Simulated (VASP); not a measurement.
# Pt (R-3m) in VASP: single point with PBEsol

Aim: the single point of Pt with PBEsol.

Program: VASP 6.6.1. These are calculated values, not measurements. Logs are shortened: lines on timing, memory, paths and dates and some standing lists are left out, and cuts for length are marked.

### 1 The cell of the first run

It takes space group R-3m (No. 166, trigonal). The conventional cell has a = 2.699 Å, b = 2.699 Å, c = 7.139 Å, α = 90.00°, β = 90.00°, γ = 120.00°. Within 3.6 Å of Pt (site symmetry -3m) lie 12 Pt at 2.70 to 2.84 Å.

### 2 Single point, PBEsol

File INCAR:

```
PREC = Accurate
ENCUT = 520
EDIFF = 1E-6
ISMEAR = 0
SIGMA = 0.15
LREAL = F
LASPH = T
NELM = 80
ALGO = Fast
ISIF = 2
LWAVE = F
LCHARG = F
GGA = PS
NBANDS = 11
```

File KPOINTS:

```
Automatic mesh
0
Gamma
  24 24 24
```

File POSCAR:

```
Pt
1.0
    0.1017766103      2.0100880535      2.0100880535
    2.0100880535      0.1017766103      2.0100880535
    2.0100880535      2.0100880535      0.1017766103
Pt
1
Direct
    0.0000000000      0.0000000000      0.0000000000
```

Potentials or basis: VASP PAW PBE potentials, release 64 (Pt).

Command:

```console
cat potpaw_PBE.64/Pt/POTCAR > POTCAR
mpirun -np 1 vasp_std > vasp.out
```

OUTCAR:

```text
PREC = Accurate
   ENCUT = 520
   EDIFF = 1E-6
   ISMEAR = 0
   LREAL = F
   LASPH = T
   NELM = 80
   ISIF = 2
   GGA = PS

 ion  position               nearest neighbor table
   1  0.000  0.000  0.000-

  LATTYP: Found a trigonal (rhomboedric) cell.
 ALAT       =     2.8445151510
 COS(alpha) =     0.5499279885

  Lattice vectors:

 A1 = (   0.1017766103,   2.0100880535,   2.0100880535)
 A2 = (   2.0100880535,   0.1017766103,   2.0100880535)
 A3 = (   2.0100880535,   2.0100880535,   0.1017766103)

Analysis of symmetry for initial positions (statically):
=====================================================================
 Subroutine PRICEL returns:
 Original cell was already a primitive cell.

 Routine SETGRP: Setting up the symmetry group for a
 trigonal (rhombohedral) supercell.

 Subroutine GETGRP returns: Found 12 space group operations
 (whereof 12 operations were pure point group operations)
 out of a pool of 12 trial point group operations.

The static configuration has the point symmetry D_3d.

Analysis of symmetry for dynamics (positions and initial velocities):
=====================================================================
 Subroutine PRICEL returns:
 Original cell was already a primitive cell.

 Routine SETGRP: Setting up the symmetry group for a
 trigonal (rhombohedral) supercell.

 Subroutine GETGRP returns: Found 12 space group operations
 (whereof 12 operations were pure point group operations)
 out of a pool of 12 trial point group operations.

The dynamic configuration has the point symmetry D_3d.

 Subroutine INISYM returns: Found 12 space group operations
 (whereof 12 operations are pure point group operations),
 and found     1 'primitive' translations

----------------------------------------------------------------------------------------

                                     Primitive cell

  volume of cell :      15.0107

  direct lattice vectors                    reciprocal lattice vectors
     0.101776610  2.010088054  2.010088054    -0.268481165  0.255542313  0.255542313
     2.010088054  0.101776610  2.010088054     0.255542313 -0.268481165  0.255542313
     2.010088054  2.010088054  0.101776610     0.255542313  0.255542313 -0.268481165

  length of vectors
     2.844515151  2.844515151  2.844515151     0.450206490  0.450206490  0.450206490

  position of ions in fractional coordinates (direct lattice)
     0.000000000  0.000000000  0.000000000

  ion indices of the primitive-cell ions
   primitive index   ion index
                 1           1

----------------------------------------------------------------------------------------

 KPOINTS: Automatic mesh

Automatic generation of k-mesh.
 Grid dimensions read from file:
 generate k-points for:   24   24   24

 Generating k-lattice:

  Cartesian coordinates                     Fractional coordinates (reciprocal lattice)
    -0.011186715  0.010647596  0.010647596     0.041666667  0.000000000  0.000000000
     0.010647596 -0.011186715  0.010647596     0.000000000  0.041666667  0.000000000
     0.010647596  0.010647596 -0.011186715     0.000000000  0.000000000  0.041666667

  Length of vectors
     0.018758604  0.018758604  0.018758604

  Shift w.r.t. Gamma in fractional coordinates (k-lattice)
     0.000000000  0.000000000  0.000000000

 Subroutine IBZKPT returns following result:
 ===========================================

 Found   1313 irreducible k-points:

 Following reciprocal coordinates:
            Coordinates               Weight
  0.000000  0.000000  0.000000      1.000000
  0.041667  0.000000  0.000000      6.000000
  0.083333  0.000000 -0.000000      6.000000
  0.125000  0.000000 -0.000000      6.000000
  0.166667 -0.000000 -0.000000      6.000000
  0.208333 -0.000000 -0.000000      6.000000
[... 16 lines left out ...]
  0.416667  0.041667 -0.000000     12.000000
  0.458333  0.041667 -0.000000     12.000000
 [... further k-points ...]
   k-points           NKPTS =   1313   k-points in BZ     NKDIM =   1313   number of bands    NBANDS=     11
   number of dos      NEDOS =    301   number of ions     NIONS =      1
   total plane-waves  NPLWV =  13824
   dimension x,y,z NGX =    24 NGY =   24 NGZ =   24
   dimension x,y,z NGXF=    48 NGYF=   48 NGZF=   48
   ions per type =               1
   NGX,Y,Z   is equivalent  to a cutoff of  14.03, 14.03, 14.03 a.u.
   NGXF,Y,Z  is equivalent  to a cutoff of  28.05, 28.05, 28.05 a.u.
 SYSTEM =  unknown system
   PREC   = accura    normal or accurate (medium, high low for compatibility)
   ISTART =      0    job   : 0-new  1-cont  2-samecut
   ICHARG =      2    charge: 1-file 2-atom 10-const
   ISPIN  =      1    spin polarized calculation?
   LNONCOLLINEAR =      F non collinear calculations
   LSORBIT =      F    spin-orbit coupling
   LASPH  =      T    aspherical Exc in radial PAW
   ENCUT  =  520.0 eV  38.22 Ry    6.18 a.u.   5.29  5.29  5.29*2*pi/ulx,y,z
   NELM   =     80;   NELMIN=  2; NELMDL= -5     # of ELM steps
   EDIFF  = 0.1E-05   stopping-criterion for ELM
   LREAL  =      F    real-space projection
[... 7 lines left out ...]
   TEBEG  =    0.0;   TEEND  =   0.0 temperature during run
   PSTRESS=    0.0 pullay stress
   NELECT =      10.0000    total number of electrons
   NUPDOWN=      -1.0000    fix difference up-down
   EMIN   =  10.00;   EMAX   =-10.00  energy-range for DOS
   EFERMI =   0.00;   METHOD = LEGACY
   ISMEAR =     0;   SIGMA  =   0.15  broadening in eV -4-tet -1-fermi 0-gaus
   EFERMI_NEDOS =   21; number of points for ismear=-14 and -15
   IALGO  =     68    algorithm
   IMIX   =      4    mixing-type and parameters
     AMIX     =   0.40;   BMIX     =  1.00
     AMIX_MAG =   1.60;   BMIX_MAG =  1.00
  volume/ion in A,a.u.               =      15.01       101.30
  Fermi-wavevector in a.u.,A,eV,Ry     =   1.429797  2.701924 27.814648  2.044319
  Thomas-Fermi vector in A             =   2.549712
   LORBIT       =      0    0 simple, 1 ext, 2 COOP (PROOUT), +10 PAW based schemes
   GGA     = PS    functional components
   LHFCALC =     F    Hartree Fock is set to
   AEXX    =    0.0000 exact exchange contribution
   IVDW    =     0    specifies the selected vdW correction
   LEPSILON=     F    determine dielectric tensor
   LRPA    =     F    only Hartree local field effects (RPA)
 non-spin polarized calculation
 RMM-DIIS sequential band-by-band and
 Gauss-broadening in eV      SIGMA  =   0.15
  energy-cutoff  :      520.00
  volume of cell :       15.01
 maximum number of plane-waves:       414
 NGX is ok and might be reduce to    24
   NGX = 11   NGY = 11   NGZ = 11

 number of electron      10.0000000 magnetization

 Free energy of the ion-electron system (eV)
  ---------------------------------------------------
  ext. energy  EPLUGINS =         0.00000000
  ---------------------------------------------------
  free energy    TOTEN  =        -6.94199639 eV

  energy without entropy =       -6.92354891  energy(sigma->0) =       -6.93277265

 E-fermi :  11.1661     XC(G=0): -13.6488

 val. band max:       11.1660199991   @ k =   0.4583   0.4583   0.2917
 cond. band min:      11.1669911396   @ k =  -0.3750   0.5000   0.2500
 fundamental gap:      0.0009711405
 Fermi energy:        11.1660555117

 k-point     1 :       0.0000    0.0000    0.0000
  band No.  band energies     occupation
      1       0.8321      2.00000
      2       6.7505      2.00000
      3       7.5348      2.00000
      4       7.5348      2.00000
      5       9.6700      2.00000
      6       9.6700      2.00000
      7      25.6247      0.00000
      8      29.3207      0.00000
      9      31.6877      0.00000
     10      31.6877      0.00000
     11      36.1090      0.00000

 k-point     2 :       0.0417    0.0000    0.0000
  band No.  band energies     occupation
      1       0.9066      2.00000
      2       6.7792      2.00000
      3       7.4966      2.00000
      4       7.5783      2.00000
      5       9.6415      2.00000
      6       9.6465      2.00000
      7      25.7475      0.00000
      8      29.3926      0.00000
      9      31.2692      0.00000
     10      31.7889      0.00000
     11      36.6080      0.00000

 k-point     3 :       0.0833    0.0000   -0.0000
  band No.  band energies     occupation
      1       1.1264      2.00000
      2       6.8594      2.00000
      3       7.3915      2.00000
      4       7.7048      2.00000
      5       9.5650      2.00000
      6       9.5817      2.00000
      7      26.0970      0.00000
      8      29.3887      0.00000
      9      30.6053      0.00000
     10      32.0866      0.00000
     11      37.5701      0.00000

 k-point     4 :       0.1250    0.0000   -0.0000
  band No.  band energies     occupation
      1       1.4799      2.00000
      2       6.9694      2.00000
      3       7.2496      2.00000
      4       7.8988      2.00000
      5       9.4677      2.00000
      6       9.4948      2.00000
      7      26.6076      0.00000
      8      28.6255      0.00000
      9      30.7600      0.00000
     10      32.5621      0.00000
     11      37.6444      0.00000
[... 239 lines left out ...]
 k-point    22 :       0.3750    0.0417    0.0000
  band No.  band energies     occupation
      1       3.8294      2.00000
      2       6.9517      2.00000
      3       8.0343      2.00000
      4       8.2941      2.00000
      5      10.3633      2.00000
      6      10.8552      1.99661
      7      20.9682      0.00000
      8      26.2374      0.00000
      9      30.3746      0.00000
     10      32.5268      0.00000
     11      36.4609      0.00000

 k-point    23 :       0.4167    0.0417   -0.0000
  band No.  band energies     occupation
      1       3.8742      2.00000
      2       6.8502      2.00000
      3       7.9291      2.00000
      4       9.1470      2.00000
      5      10.6626      2.00000
      6      11.3054      0.18899
      7      19.4889      0.00000
      8      25.7445      0.00000
      9      29.7082      0.00000
     10      31.5327      0.00000
     11      37.3990      0.00000

 k-point    24 :       0.4583    0.0417   -0.0000
  band No.  band energies     occupation
      1       3.8734      2.00000
      2       6.7775      2.00000
      3       7.8564      2.00000
      4       9.8991      2.00000
      5      10.8879      1.99127
      6      11.7295      0.00000
      7      18.2383      0.00000
      8      25.4162      0.00000
      9      29.2647      0.00000
     10      30.7916      0.00000
     11      38.2281      0.00000

 [... further k-points ...]
[... 5 lines left out ...]
  --------------------------------------------------------------------------------------
  -------------------------------------------------------------------------------------
  Total        0.1957758      0.1957758      0.1957758     -0.4381679     -0.4381679     -0.4381679
  in kB       20.8962414     20.8962414     20.8962414    -46.7680880    -46.7680880    -46.7680880
  external PRESSURE =      20.8962414 kB  Pullay stress =       0.0000000 kB

 VOLUME and BASIS-vectors are now :
 -----------------------------------------------------------------------------
  energy-cutoff  :      520.00
  volume of cell :       15.01
      direct lattice vectors                 reciprocal lattice vectors
     0.101776610  2.010088054  2.010088054    -0.268481165  0.255542313  0.255542313
     2.010088054  0.101776610  2.010088054     0.255542313 -0.268481165  0.255542313
     2.010088054  2.010088054  0.101776610     0.255542313  0.255542313 -0.268481165

 POSITION                                       TOTAL-FORCE (eV/Angst)
 -----------------------------------------------------------------------------------
      0.00000      0.00000      0.00000        -0.000000      0.000000     -0.000000
 -----------------------------------------------------------------------------------
    total drift:                                0.000000      0.000000     -0.000000

  FREE ENERGIE OF THE ION-ELECTRON SYSTEM (eV)
  ---------------------------------------------------
  free  energy   TOTEN  =        -6.9419963865 eV

  energy  without entropy=       -6.9235489115  energy(sigma->0) =       -6.93277265
```

It took 1.8 min on 1 thread of Intel Xeon 6975P-C (Granite Rapids), shared host; peak memory 0.33 GiB.

What came out:

```yaml
Free_energy: -6.9420 eV
Pressure: 2.1 GPa
Band_gap_on_the_k_mesh: zero (bands 5 and 6 overlap by 2.38 eV)
```

Stress tensor (GPa, compression positive):
```
 2.09 -4.68 -4.68
-4.68  2.09 -4.68
-4.68 -4.68  2.09
```

Caveat: the PAW data sets were made with another functional, which shifts forces and pressure a little; spin-orbit coupling is left out, which moves the levels of the heavy elements.
